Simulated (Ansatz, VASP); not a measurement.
## One calculation of Be, two programs

File INCAR:

```
ALGO = Normal
EDIFF = 1E-6
ENCUT = 520
GGA = PS
ISIF = 2
ISMEAR = -1
LASPH = T
LCHARG = T
LELF = T
LREAL = F
LVHAR = T
LWAVE = F
NBANDS = 9
NELM = 80
PREC = Accurate
SIGMA = 0.1
```

Contents of KPOINTS:

```
k-points
0
Gamma
  26 26 15
```

File POSCAR:

```
Be
1.0
    2.2275567489      0.0000000000      0.0000000000
   -1.1137783745      1.9291207329      0.0000000000
    0.0000000000      0.0000000000      3.5023654754
Be
2
Direct
    0.3333333333      0.6666666667      0.2500000000
    0.6666666667      0.3333333333      0.7500000000
```

Input for Ansatz:

```yaml
crystal:
  lattice:
    - [2.2275567489, 0.0, 0.0]
    - [-1.1137783745, 1.9291207329, 0.0]
    - [0.0, 0.0, 3.5023654754]
  atoms:
    - { symbol: Be, position: [0.3333333333, 0.6666666667, 0.25] }
    - { symbol: Be, position: [0.6666666667, 0.3333333333, 0.75] }
hamiltonian:
  xc: pbesol
  pseudopotentials:
    kind: paw
    azcp:
      Be: "pseudopotentials/Be.paw.azcp"
basis:
  ecutwfc: 420
  fft_grid_basis: typed
kpoints:
  mp_grid: { grid: [26, 26, 15], shift: [0, 0, 0] }
magnetization:
  spin_polarized: false
scf:
  occupations: { method: fermi_dirac, width: 0.1 }
output:
  stress: true
```

Alike in both runs: task single point; functional PBEsol; k mesh 26 × 26 × 15; occupations fermi-dirac, width 0.1 eV; no spin polarisation.

```csv
,VASP,Ansatz
version,VASP 6.6.1,Ansatz 0.2.0
potentials or method,"VASP PAW PBE potentials, release 64 (Be), cutoff 520 eV","plane waves (420 eV) with PAW, scalar-relativistic"
valence electrons in the cell,4,4
```

Ansatz gave:

- pressure (GPa): 5.4
- traceless stress, the component that is largest in VASP (GPa): 1.28

Question: Estimate VASP's values.

Answer: Pressure (GPa): 5.8; traceless stress, the component that is largest in VASP (GPa): 1.34.

VASP's potentials were made for PBE, not for PBEsol, and Ansatz warns of the same on its side. The functional is the same, so the differences come from potentials, cutoffs and numerics.
